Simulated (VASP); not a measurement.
# GaN (F-43m) in VASP: single point with r2SCAN

Aim: the single point of GaN with r2SCAN.

Everything below comes from runs of VASP 6.6.1. Logs are shortened: lines on timing, memory, paths and dates and some standing lists are left out, and cuts for length are marked.

### 1 The cell of the first run

The structure is cubic, space group F-43m (No. 216). The conventional cell has a = 4.452 Å, b = 4.452 Å, c = 4.452 Å, α = 90.00°, β = 90.00°, γ = 90.00°. Within 2.6 Å of Ga (site symmetry -43m) lie 4 N at 1.93 Å. N (site symmetry -43m) has 4 Ga at 1.93 Å within 2.6 Å.

### 2 Single point, r2SCAN (11.03 Å³/atom)

File POSCAR:

```
GaN
1.0
    0.0000000000      2.2262342972      2.2262342972
    2.2262342972      0.0000000000      2.2262342972
    2.2262342972      2.2262342972      0.0000000000
Ga N
1 1
Direct
    0.0000000000      0.0000000000      0.0000000000
    0.2500000000      0.2500000000      0.2500000000
```

File INCAR.step1:

```
PREC     = Accurate       # precision mode
ENCUT    = 910            # plane-wave cutoff, eV
ISMEAR   = 0              # smearing method
SIGMA    = 0.01           # smearing width, eV
LREAL    = False          # projectors in reciprocal space
LASPH    = True           # aspherical terms in the spheres
NELM     = 120            # most SCF steps
NBANDS   = 16             # bands
GGA      = PE             # functional
ALGO     = Normal         # electronic algorithm
EDIFF    = 1E-5           # SCF threshold, eV
LWAVE    = True           # write WAVECAR
LCHARG   = False          # write CHGCAR
GGA_COMPAT= False
```

File INCAR.step2:

```
PREC     = Accurate       # precision mode
ENCUT    = 910            # plane-wave cutoff, eV
EDIFF    = 1E-6           # SCF threshold, eV
ISMEAR   = 0              # smearing method
SIGMA    = 0.01           # smearing width, eV
LREAL    = False          # projectors in reciprocal space
LASPH    = True           # aspherical terms in the spheres
NELM     = 120            # most SCF steps
ALGO     = Normal         # electronic algorithm
ISIF     = 2              # what is computed and relaxed
LWAVE    = False          # write WAVECAR
LCHARG   = False          # write CHGCAR
METAGGA  = R2SCAN         # meta-GGA
LMIXTAU  = True         
NBANDS   = 16             # bands
ISTART   = 1            
GGA_COMPAT= False
```

File KPOINTS:

```
regular mesh
0
Gamma
  8 8 8
```

Potentials or basis: VASP PAW PBE potentials, release 64 (Ga_d, N_h).

The run is started by

```sh
$ cat potpaw_PBE.64/Ga_d/POTCAR potpaw_PBE.64/N_h/POTCAR > POTCAR
$ cp INCAR.step1 INCAR
$ mpirun -np 1 vasp_std > vasp.out
$ cp INCAR.step2 INCAR
$ mpirun -np 1 vasp_std > vasp.out
```

OUTCAR:

```text
PREC = Accurate
   ENCUT = 910
   EDIFF = 1E-6
   ISMEAR = 0
   LREAL = False
   LASPH = True
   NELM = 120
   ISIF = 2
   METAGGA = R2SCAN
   ISTART = 1

 ion  position               nearest neighbor table
   1  0.000  0.000  0.000-   2 1.93   2 1.93   2 1.93   2 1.93
   2  0.250  0.250  0.250-   1 1.93   1 1.93   1 1.93   1 1.93

  LATTYP: Found a face centered cubic cell.
 ALAT       =     4.4524685944

  Lattice vectors:

 A1 = (   0.0000000000,   2.2262342972,   2.2262342972)
 A2 = (   2.2262342972,   0.0000000000,   2.2262342972)
 A3 = (   2.2262342972,   2.2262342972,   0.0000000000)

Analysis of symmetry for initial positions (statically):
=====================================================================
 Subroutine PRICEL returns:
 Original cell was already a primitive cell.

 Routine SETGRP: Setting up the symmetry group for a
 face centered cubic supercell.

 Subroutine GETGRP returns: Found 24 space group operations
 (whereof 24 operations were pure point group operations)
 out of a pool of 48 trial point group operations.

The static configuration has the point symmetry T_d .

Analysis of symmetry for dynamics (positions and initial velocities):
=====================================================================
 Subroutine PRICEL returns:
 Original cell was already a primitive cell.

 Routine SETGRP: Setting up the symmetry group for a
 face centered cubic supercell.

 Subroutine GETGRP returns: Found 24 space group operations
 (whereof 24 operations were pure point group operations)
 out of a pool of 48 trial point group operations.

The dynamic configuration has the point symmetry T_d .

 Subroutine INISYM returns: Found 24 space group operations
 (whereof 24 operations are pure point group operations),
 and found     1 'primitive' translations

----------------------------------------------------------------------------------------

                                     Primitive cell

  volume of cell :      22.0670

  direct lattice vectors                    reciprocal lattice vectors
     0.000000000  2.226234297  2.226234297    -0.224594509  0.224594509  0.224594509
     2.226234297  0.000000000  2.226234297     0.224594509 -0.224594509  0.224594509
     2.226234297  2.226234297  0.000000000     0.224594509  0.224594509 -0.224594509

  length of vectors
     3.148370736  3.148370736  3.148370736     0.389009102  0.389009102  0.389009102

  position of ions in fractional coordinates (direct lattice)
     0.000000000  0.000000000  0.000000000
     0.250000000  0.250000000  0.250000000

  ion indices of the primitive-cell ions
   primitive index   ion index
                 1           1
                 2           2

----------------------------------------------------------------------------------------

 KPOINTS: regular mesh

Automatic generation of k-mesh.
 Grid dimensions read from file:
 generate k-points for:    8    8    8

 Generating k-lattice:

  Cartesian coordinates                     Fractional coordinates (reciprocal lattice)
    -0.028074314  0.028074314  0.028074314     0.125000000  0.000000000  0.000000000
     0.028074314 -0.028074314  0.028074314     0.000000000  0.125000000  0.000000000
     0.028074314  0.028074314 -0.028074314     0.000000000  0.000000000  0.125000000

  Length of vectors
     0.048626138  0.048626138  0.048626138

  Shift w.r.t. Gamma in fractional coordinates (k-lattice)
     0.000000000  0.000000000  0.000000000

 Subroutine IBZKPT returns following result:
 ===========================================

 Found     29 irreducible k-points:

 Following reciprocal coordinates:
            Coordinates               Weight
  0.000000  0.000000  0.000000      1.000000
  0.125000  0.000000  0.000000      8.000000
  0.250000  0.000000  0.000000      8.000000
  0.375000  0.000000  0.000000      8.000000
  0.500000  0.000000  0.000000      4.000000
  0.125000  0.125000  0.000000      6.000000
[... 16 lines left out ...]
  0.500000  0.250000  0.125000     48.000000
 -0.375000  0.250000  0.125000     24.000000
 [... further k-points ...]
   k-points           NKPTS =     29   k-points in BZ     NKDIM =     29   number of bands    NBANDS=     16
   number of dos      NEDOS =    301   number of ions     NIONS =      2
   total plane-waves  NPLWV =  32768
   dimension x,y,z NGX =    32 NGY =   32 NGZ =   32
   dimension x,y,z NGXF=    64 NGYF=   64 NGZF=   64
   ions per type =               1   1
   NGX,Y,Z   is equivalent  to a cutoff of  16.90, 16.90, 16.90 a.u.
   NGXF,Y,Z  is equivalent  to a cutoff of  33.79, 33.79, 33.79 a.u.
 SYSTEM =  unknown system
   PREC   = accura    normal or accurate (medium, high low for compatibility)
   ISTART =      1    job   : 0-new  1-cont  2-samecut
   ICHARG =      0    charge: 1-file 2-atom 10-const
   ISPIN  =      1    spin polarized calculation?
   LNONCOLLINEAR =      F non collinear calculations
   LSORBIT =      F    spin-orbit coupling
   LASPH  =      T    aspherical Exc in radial PAW
   ENCUT  =  910.0 eV  66.88 Ry    8.18 a.u.   7.74  7.74  7.74*2*pi/ulx,y,z
   NELM   =    120;   NELMIN=  2; NELMDL=  0     # of ELM steps
   EDIFF  = 0.1E-05   stopping-criterion for ELM
   LREAL  =      F    real-space projection
   EDIFFG = 0.1E-04   stopping-criterion for IOM
   NSW    =      0    number of steps for IOM
   IBRION =     -1    ionic relax: 0-MD 1-quasi-New 2-CG
   NFREE  =      0    steps in history (QN), initial steepest desc. (CG)
   ISIF   =      2    stress and relaxation
   ISYM   =      2    0-nonsym 1-usesym 2-fastsym
   POTIM  = 0.5000    time-step for ionic-motion
   TEBEG  =    0.0;   TEEND  =   0.0 temperature during run
   PSTRESS=    0.0 pullay stress
   NELECT =      18.0000    total number of electrons
   NUPDOWN=      -1.0000    fix difference up-down
   EMIN   =  10.00;   EMAX   =-10.00  energy-range for DOS
   EFERMI =   0.00;   METHOD = LEGACY
   ISMEAR =     0;   SIGMA  =   0.01  broadening in eV -4-tet -1-fermi 0-gaus
   EFERMI_NEDOS =   21; number of points for ismear=-14 and -15
   IALGO  =     38    algorithm
   IMIX   =      4    mixing-type and parameters
     AMIX     =   0.40;   BMIX     =  1.00
     AMIX_MAG =   1.60;   BMIX_MAG =  1.00
  volume/ion in A,a.u.               =      11.03        74.46
  Fermi-wavevector in a.u.,A,eV,Ry     =   1.529624  2.890571 31.834242  2.339751
  Thomas-Fermi vector in A             =   2.637220
   LORBIT       =      0    0 simple, 1 ext, 2 COOP (PROOUT), +10 PAW based schemes
   METAGGA = R2SCAN    functional components
   LHFCALC =     F    Hartree Fock is set to
   AEXX    =    0.0000 exact exchange contribution
   IVDW    =     0    specifies the selected vdW correction
   LEPSILON=     F    determine dielectric tensor
   LRPA    =     F    only Hartree local field effects (RPA)
 non-spin polarized calculation
 Gauss-broadening in eV      SIGMA  =   0.01
  energy-cutoff  :      910.00
  volume of cell :       22.07
 maximum number of plane-waves:      1387
   NGX = 15   NGY = 15   NGZ = 15

 number of electron      17.9999998 magnetization

 Free energy of the ion-electron system (eV)
  ---------------------------------------------------
  ext. energy  EPLUGINS =         0.00000000
  ---------------------------------------------------
  free energy    TOTEN  =       -21.87743933 eV

  energy without entropy =      -21.87743933  energy(sigma->0) =      -21.87743933

 E-fermi :   5.8593     XC(G=0): -12.8440

 val. band max:        5.7286968808   @ k =   0.0000   0.0000   0.0000
 cond. band min:       8.0886086630   @ k =   0.0000   0.0000   0.0000
 fundamental gap:      2.3599117822
 Fermi energy:         5.8592775209

 k-point     1 :       0.0000    0.0000    0.0000
  band No.  band energies     occupation
      1     -11.3271      2.00000
      2      -8.1362      2.00000
      3      -8.1361      2.00000
      4      -8.1361      2.00000
      5      -7.7442      2.00000
      6      -7.7442      2.00000
[... 8 lines left out ...]
     15      25.7505      0.00000
     16      25.7506      0.00000

 k-point     2 :       0.1250    0.0000    0.0000
  band No.  band energies     occupation
      1     -11.1454      2.00000
      2      -8.1123      2.00000
      3      -8.1123      2.00000
      4      -8.0729      2.00000
      5      -7.7460      2.00000
      6      -7.7459      2.00000
[... 8 lines left out ...]
     15      23.9857      0.00000
     16      24.1470      0.00000

 k-point     3 :       0.2500    0.0000    0.0000
  band No.  band energies     occupation
      1     -10.7201      2.00000
      2      -8.0642      2.00000
      3      -8.0642      2.00000
      4      -7.7848      2.00000
      5      -7.7393      2.00000
      6      -7.7393      2.00000
[... 8 lines left out ...]
     15      23.6267      0.00000
     16      23.6268      0.00000

 k-point     4 :       0.3750    0.0000    0.0000
  band No.  band energies     occupation
      1     -10.3555      2.00000
      2      -8.0347      2.00000
      3      -8.0347      2.00000
      4      -7.7120      2.00000
      5      -7.7120      2.00000
      6      -7.1242      2.00000
[... 8 lines left out ...]
     15      25.2725      0.00000
     16      25.2725      0.00000
[... 324 lines left out ...]
 k-point    22 :       0.3750    0.2500    0.1250
  band No.  band energies     occupation
      1     -10.4377      2.00000
      2      -8.0136      2.00000
      3      -7.9911      2.00000
      4      -7.8478      2.00000
      5      -7.7146      2.00000
      6      -7.4301      2.00000
[... 8 lines left out ...]
     15      26.1295      0.00000
     16      28.5878      0.00000

 k-point    23 :       0.5000    0.2500    0.1250
  band No.  band energies     occupation
      1     -10.1894      2.00000
      2      -8.0008      2.00000
      3      -7.9538      2.00000
      4      -7.8029      2.00000
      5      -7.7067      2.00000
      6      -6.7632      2.00000
[... 8 lines left out ...]
     15      26.3233      0.00000
     16      28.3120      0.00000

 k-point    24 :      -0.3750    0.2500    0.1250
  band No.  band energies     occupation
      1     -10.1077      2.00000
      2      -8.0053      2.00000
      3      -7.9388      2.00000
      4      -7.7705      2.00000
      5      -7.7097      2.00000
      6      -6.3077      2.00000
[... 8 lines left out ...]
     15      25.8166      0.00000
     16      28.2778      0.00000

 [... further k-points ...]

------------------------ aborting loop because EDIFF is reached ----------------------------------------

  FORCE on cell =-STRESS in cart. coord.  units (eV):
  Direction    XX          YY          ZZ          XY          YZ          ZX
  --------------------------------------------------------------------------------------
  -------------------------------------------------------------------------------------
  Total        1.0267301      1.0267301      1.0267301      0.0000000      0.0000000     -0.0000000
  in kB       74.5459865     74.5459865     74.5459865      0.0000000      0.0000000     -0.0000000
  external PRESSURE =      74.5459865 kB  Pullay stress =       0.0000000 kB

 VOLUME and BASIS-vectors are now :
 -----------------------------------------------------------------------------
  energy-cutoff  :      910.00
  volume of cell :       22.07
      direct lattice vectors                 reciprocal lattice vectors
     0.000000000  2.226234297  2.226234297    -0.224594509  0.224594509  0.224594509
     2.226234297  0.000000000  2.226234297     0.224594509 -0.224594509  0.224594509
     2.226234297  2.226234297  0.000000000     0.224594509  0.224594509 -0.224594509

 POSITION                                       TOTAL-FORCE (eV/Angst)
 -----------------------------------------------------------------------------------
      0.00000      0.00000      0.00000         0.000000      0.000000      0.000000
      1.11312      1.11312      1.11312        -0.000000     -0.000000     -0.000000
 -----------------------------------------------------------------------------------
    total drift:                               -0.000001     -0.000001     -0.000001

  FREE ENERGIE OF THE ION-ELECTRON SYSTEM (eV)
  ---------------------------------------------------
  free  energy   TOTEN  =       -21.8774393328 eV

  energy  without entropy=      -21.8774393328  energy(sigma->0) =      -21.87743933
```

Run time: 33 s. Hardware: 1 thread of Intel Xeon 6975P-C (Granite Rapids), shared host; peak memory 0.2 GiB.

Results:

* Free energy: -21.8774 eV
* Pressure: 7.5 GPa
* Band gap on the k mesh: 2.36 eV

Caveat: the cell stands under pressure; the structure was generated, so it needn't be the stable form of GaN; the PAW data sets were made with another functional, which shifts forces and pressure a little.
